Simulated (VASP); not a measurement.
# Te2Mo in VASP: single point with PBEsol

Aim: the single point of Te2Mo with PBEsol.

Everything below comes from runs of VASP 6.6.1. Logs are shortened: lines on timing, memory, paths and dates and some standing lists are left out, and cuts for length are marked.

**1. The cell of the first run**

The cell holds a sheet with vacuum, 3 atoms: a = 3.518 Å, b = 3.518 Å, c = 18.000 Å, α = 90.00°, β = 90.00°, γ = 120.00°.

**2. Single point, PBEsol**

The input, INCAR:

```
PREC = Accurate ; ENCUT = 520
EDIFF = 1E-6 ; ISMEAR = 0
SIGMA = 0.05 ; LREAL = F
LASPH = T ; NELM = 60
ALGO = Normal ; ISIF = 2
LWAVE = F ; LCHARG = F
GGA = PS ; NBANDS = 20
```

The input, KPOINTS:

```
Automatic mesh
0
Gamma
  12 12 1
```

The input, POSCAR:

```
Te2Mo
1.0
    3.5182000000      0.0000000000      0.0000000000
   -1.7591000000      3.0468505756      0.0000000000
    0.0000000000      0.0000000000     18.0000000000
Mo Te
1 2
Direct
    0.0000000000      0.0000000000      0.5000000000
    0.3333333333      0.6666666667      0.5996087770
    0.3333333333      0.6666666667      0.4003912230
```

Potentials or basis: VASP PAW PBE potentials, release 64 (Mo_sv, Te).

Run with:

```
$ cat potpaw_PBE.64/Mo_sv/POTCAR potpaw_PBE.64/Te/POTCAR > POTCAR
$ mpirun -np 1 vasp_std > vasp.out
```

OUTCAR:

```text
PREC = Accurate
   ENCUT = 520
   EDIFF = 1E-6
   ISMEAR = 0
   LREAL = F
   LASPH = T
   NELM = 60
   ISIF = 2
   GGA = PS

 ion  position               nearest neighbor table
   1  0.000  0.000  0.500-   2 2.71   3 2.71   2 2.71   3 2.71   2 2.71   3 2.71
   2  0.333  0.667  0.600-   1 2.71   1 2.71   1 2.71   3 3.59
   3  0.333  0.667  0.400-   1 2.71   1 2.71   1 2.71   2 3.59

  LATTYP: Found a hexagonal cell.
 ALAT       =     3.5182000000
 C/A-ratio  =     5.1162526292

  Lattice vectors:

 A1 = (   3.5182000000,   0.0000000000,   0.0000000000)
 A2 = (  -1.7591000000,   3.0468505756,   0.0000000000)
 A3 = (   0.0000000000,   0.0000000000,  18.0000000000)

Analysis of symmetry for initial positions (statically):
=====================================================================
 Subroutine PRICEL returns:
 Original cell was already a primitive cell.

 Routine SETGRP: Setting up the symmetry group for a
 hexagonal supercell.

 Subroutine GETGRP returns: Found 12 space group operations
 (whereof 12 operations were pure point group operations)
 out of a pool of 24 trial point group operations.

The static configuration has the point symmetry D_3h.

Analysis of symmetry for dynamics (positions and initial velocities):
=====================================================================
 Subroutine PRICEL returns:
 Original cell was already a primitive cell.

 Routine SETGRP: Setting up the symmetry group for a
 hexagonal supercell.

 Subroutine GETGRP returns: Found 12 space group operations
 (whereof 12 operations were pure point group operations)
 out of a pool of 24 trial point group operations.

The dynamic configuration has the point symmetry D_3h.

 Subroutine INISYM returns: Found 12 space group operations
 (whereof 12 operations are pure point group operations),
 and found     1 'primitive' translations

----------------------------------------------------------------------------------------

                                     Primitive cell

  volume of cell :     192.9497

  direct lattice vectors                    reciprocal lattice vectors
     3.518200000  0.000000000  0.000000000     0.284236257  0.164103880  0.000000000
    -1.759100000  3.046850576  0.000000000     0.000000000  0.328207759  0.000000000
     0.000000000  0.000000000 18.000000000     0.000000000  0.000000000  0.055555556

  length of vectors
     3.518200000  3.518200000 18.000000000     0.328207759  0.328207759  0.055555556

  position of ions in fractional coordinates (direct lattice)
     0.000000000  0.000000000  0.500000000
     0.333333333  0.666666667  0.599608777
     0.333333333  0.666666667  0.400391223

  ion indices of the primitive-cell ions
   primitive index   ion index
                 1           1
                 2           2
                 3           3

----------------------------------------------------------------------------------------

 KPOINTS: Automatic mesh

Automatic generation of k-mesh.
 Grid dimensions read from file:
 generate k-points for:   12   12    1

 Generating k-lattice:

  Cartesian coordinates                     Fractional coordinates (reciprocal lattice)
     0.023686355  0.013675323  0.000000000     0.083333333  0.000000000  0.000000000
     0.000000000  0.027350647  0.000000000     0.000000000  0.083333333  0.000000000
     0.000000000  0.000000000  0.055555556     0.000000000  0.000000000  1.000000000

  Length of vectors
     0.027350647  0.027350647  0.055555556

  Shift w.r.t. Gamma in fractional coordinates (k-lattice)
     0.000000000  0.000000000  0.000000000

 Subroutine IBZKPT returns following result:
 ===========================================

 Found     19 irreducible k-points:

 Following reciprocal coordinates:
            Coordinates               Weight
  0.000000  0.000000  0.000000      1.000000
  0.083333  0.000000  0.000000      6.000000
  0.166667  0.000000  0.000000      6.000000
  0.250000  0.000000  0.000000      6.000000
  0.333333  0.000000  0.000000      6.000000
  0.416667  0.000000  0.000000      6.000000
[... 11 lines left out ...]
  0.333333  0.250000  0.000000     12.000000
  0.333333  0.333333  0.000000      2.000000
   k-points           NKPTS =     19   k-points in BZ     NKDIM =     19   number of bands    NBANDS=     20
   number of dos      NEDOS =    301   number of ions     NIONS =      3
   total plane-waves  NPLWV = 109760
   dimension x,y,z NGX =    28 NGY =   28 NGZ =  140
   dimension x,y,z NGXF=    56 NGYF=   56 NGZF=  280
   ions per type =               1   2
   NGX,Y,Z   is equivalent  to a cutoff of  13.23, 13.23, 12.93 a.u.
   NGXF,Y,Z  is equivalent  to a cutoff of  26.46, 26.46, 25.86 a.u.
 SYSTEM =  unknown system
   PREC   = accura    normal or accurate (medium, high low for compatibility)
   ISTART =      0    job   : 0-new  1-cont  2-samecut
   ICHARG =      2    charge: 1-file 2-atom 10-const
   ISPIN  =      1    spin polarized calculation?
   LNONCOLLINEAR =      F non collinear calculations
   LSORBIT =      F    spin-orbit coupling
   LASPH  =      T    aspherical Exc in radial PAW
   ENCUT  =  520.0 eV  38.22 Ry    6.18 a.u.   6.54  6.54 33.47*2*pi/ulx,y,z
   NELM   =     60;   NELMIN=  2; NELMDL= -5     # of ELM steps
   EDIFF  = 0.1E-05   stopping-criterion for ELM
   LREAL  =      F    real-space projection
   EDIFFG = 0.1E-04   stopping-criterion for IOM
   NSW    =      0    number of steps for IOM
   IBRION =     -1    ionic relax: 0-MD 1-quasi-New 2-CG
   NFREE  =      0    steps in history (QN), initial steepest desc. (CG)
   ISIF   =      2    stress and relaxation
   ISYM   =      2    0-nonsym 1-usesym 2-fastsym
   POTIM  = 0.5000    time-step for ionic-motion
   TEBEG  =    0.0;   TEEND  =   0.0 temperature during run
   PSTRESS=    0.0 pullay stress
   NELECT =      26.0000    total number of electrons
   NUPDOWN=      -1.0000    fix difference up-down
   EMIN   =  10.00;   EMAX   =-10.00  energy-range for DOS
   EFERMI =   0.00;   METHOD = LEGACY
   ISMEAR =     0;   SIGMA  =   0.05  broadening in eV -4-tet -1-fermi 0-gaus
   EFERMI_NEDOS =   21; number of points for ismear=-14 and -15
   IALGO  =     38    algorithm
   IMIX   =      4    mixing-type and parameters
     AMIX     =   0.40;   BMIX     =  1.00
     AMIX_MAG =   1.60;   BMIX_MAG =  1.00
  volume/ion in A,a.u.               =      64.32       434.03
  Fermi-wavevector in a.u.,A,eV,Ry     =   0.839301  1.586049  9.584306  0.704427
  Thomas-Fermi vector in A             =   1.953497
   LORBIT       =      0    0 simple, 1 ext, 2 COOP (PROOUT), +10 PAW based schemes
   GGA     = PS    functional components
   LHFCALC =     F    Hartree Fock is set to
   AEXX    =    0.0000 exact exchange contribution
   IVDW    =     0    specifies the selected vdW correction
   LEPSILON=     F    determine dielectric tensor
   LRPA    =     F    only Hartree local field effects (RPA)
 non-spin polarized calculation
 Gauss-broadening in eV      SIGMA  =   0.05
  energy-cutoff  :      520.00
  volume of cell :      192.95
 maximum number of plane-waves:      5247
 NGX is ok and might be reduce to    28
   NGX = 13   NGY = 13   NGZ = 67

 number of electron      25.9999997 magnetization

 Free energy of the ion-electron system (eV)
  ---------------------------------------------------
  ext. energy  EPLUGINS =         0.00000000
  ---------------------------------------------------
  free energy    TOTEN  =       -19.61032667 eV

  energy without entropy =      -19.61032667  energy(sigma->0) =      -19.61032667

 E-fermi :   0.3611     XC(G=0):  -4.6778

 val. band max:        0.0039825773   @ k =   0.3333   0.3333   0.0000
 cond. band min:       1.1371250511   @ k =   0.3333   0.3333   0.0000
 fundamental gap:      1.1331424738
 Fermi energy:         0.3611174581

 k-point     1 :       0.0000    0.0000    0.0000
  band No.  band energies     occupation
      1     -60.5356      2.00000
      2     -34.7346      2.00000
      3     -34.6038      2.00000
      4     -34.6038      2.00000
      5     -12.6924      2.00000
      6     -11.6994      2.00000
[... 12 lines left out ...]
     19       4.7589      0.00000
     20       5.5498      0.00000

 k-point     2 :       0.0833    0.0000    0.0000
  band No.  band energies     occupation
      1     -60.5349      2.00000
      2     -34.7326      2.00000
      3     -34.6127      2.00000
      4     -34.6058      2.00000
      5     -12.5942      2.00000
      6     -11.6320      2.00000
[... 12 lines left out ...]
     19       4.8773      0.00000
     20       5.7208      0.00000

 k-point     3 :       0.1667    0.0000    0.0000
  band No.  band energies     occupation
      1     -60.5331      2.00000
      2     -34.7272      2.00000
      3     -34.6372      2.00000
      4     -34.6115      2.00000
      5     -12.3088      2.00000
      6     -11.4363      2.00000
[... 12 lines left out ...]
     19       5.2170      0.00000
     20       6.0340      0.00000

 k-point     4 :       0.2500    0.0000    0.0000
  band No.  band energies     occupation
      1     -60.5306      2.00000
      2     -34.7197      2.00000
      3     -34.6704      2.00000
      4     -34.6192      2.00000
      5     -11.8674      2.00000
      6     -11.1358      2.00000
[... 12 lines left out ...]
     19       5.7371      0.00000
     20       6.4292      0.00000

 k-point     5 :       0.3333    0.0000    0.0000
  band No.  band energies     occupation
      1     -60.5281      2.00000
      2     -34.7123      2.00000
      3     -34.7034      2.00000
      4     -34.6270      2.00000
      5     -11.3371      2.00000
      6     -10.7819      2.00000
[... 12 lines left out ...]
     19       5.9314      0.00000
     20       6.1531      0.00000
[... 238 lines left out ...]
      6     -10.2391      2.00000
[... 12 lines left out ...]
     19       6.9670      0.00000
     20       7.0917      0.00000

 k-point    17 :       0.2500    0.2500    0.0000
  band No.  band energies     occupation
      1     -60.5256      2.00000
      2     -34.7118      2.00000
      3     -34.7048      2.00000
      4     -34.6593      2.00000
      5     -10.7091      2.00000
      6     -10.3596      2.00000
[... 12 lines left out ...]
     19       6.4261      0.00000
     20       7.0117      0.00000

 k-point    18 :       0.3333    0.2500    0.0000
  band No.  band energies     occupation
      1     -60.5247      2.00000
      2     -34.7137      2.00000
      3     -34.7021      2.00000
      4     -34.6723      2.00000
      5     -10.4300      2.00000
      6     -10.1764      2.00000
[... 12 lines left out ...]
     19       5.9972      0.00000
     20       7.1885      0.00000

 k-point    19 :       0.3333    0.3333    0.0000
  band No.  band energies     occupation
      1     -60.5244      2.00000
      2     -34.7047      2.00000
      3     -34.7011      2.00000
      4     -34.6868      2.00000
      5     -10.3299      2.00000
      6     -10.1068      2.00000
[... 12 lines left out ...]
     19       5.1813      0.00000
     20       7.3947      0.00000

------------------------ aborting loop because EDIFF is reached ----------------------------------------

  FORCE on cell =-STRESS in cart. coord.  units (eV):
  Direction    XX          YY          ZZ          XY          YZ          ZX
  --------------------------------------------------------------------------------------
  -------------------------------------------------------------------------------------
  Total       -0.5170555     -0.5170555      0.0967261      0.0000000     -0.0000000      0.0000000
  in kB       -4.2934222     -4.2934222      0.8031745      0.0000000     -0.0000000      0.0000000
  external PRESSURE =      -2.5945566 kB  Pullay stress =       0.0000000 kB

 VOLUME and BASIS-vectors are now :
 -----------------------------------------------------------------------------
  energy-cutoff  :      520.00
  volume of cell :      192.95
      direct lattice vectors                 reciprocal lattice vectors
     3.518200000  0.000000000  0.000000000     0.284236257  0.164103880  0.000000000
    -1.759100000  3.046850576  0.000000000     0.000000000  0.328207759  0.000000000
     0.000000000  0.000000000 18.000000000     0.000000000  0.000000000  0.055555556

 POSITION                                       TOTAL-FORCE (eV/Angst)
 -----------------------------------------------------------------------------------
      0.00000      0.00000      9.00000         0.000000     -0.000000      0.000000
     -0.00000      2.03123     10.79296        -0.000000      0.000000      0.030287
     -0.00000      2.03123      7.20704        -0.000000      0.000000     -0.030287
 -----------------------------------------------------------------------------------
    total drift:                                0.000000     -0.000000     -0.000000

  FREE ENERGIE OF THE ION-ELECTRON SYSTEM (eV)
  ---------------------------------------------------
  free  energy   TOTEN  =       -19.6103266693 eV

  energy  without entropy=      -19.6103266693  energy(sigma->0) =      -19.61032667
```

It took 58 s on 1 thread of AMD EPYC 9R45 (Zen 5), shared host; peak memory 0.31 GiB.

Results:

| Quantity | Value |
| --- | --- |
| Free energy | -19.6103 eV |
| Largest force | 0.030 eV/Å |
| Band gap on the k mesh | 1.13 eV, direct |

Forces on the atoms (eV/Å):
```
Mo   0.000  0.000  0.000
Te   0.000  0.000  0.030
Te   0.000  0.000 -0.030
```

Levels at points of the mesh, in eV from the valence-band top:
```csv
k point,band 10,band 11,band 12,band 13,band 14,band 15,band 16,band 17
"(0.00, 0.00, 0.00)",-1.68,-0.87,-0.87,-0.47,3.21,3.21,3.51,3.51
"(0.50, 0.00, 0.00)",-2.31,-1.61,-0.75,-0.26,1.48,1.81,3.37,3.82
```

Caveat: the PAW data sets were made with another functional, which shifts forces and pressure a little; spin-orbit coupling is left out, which moves the levels of the heavy elements.
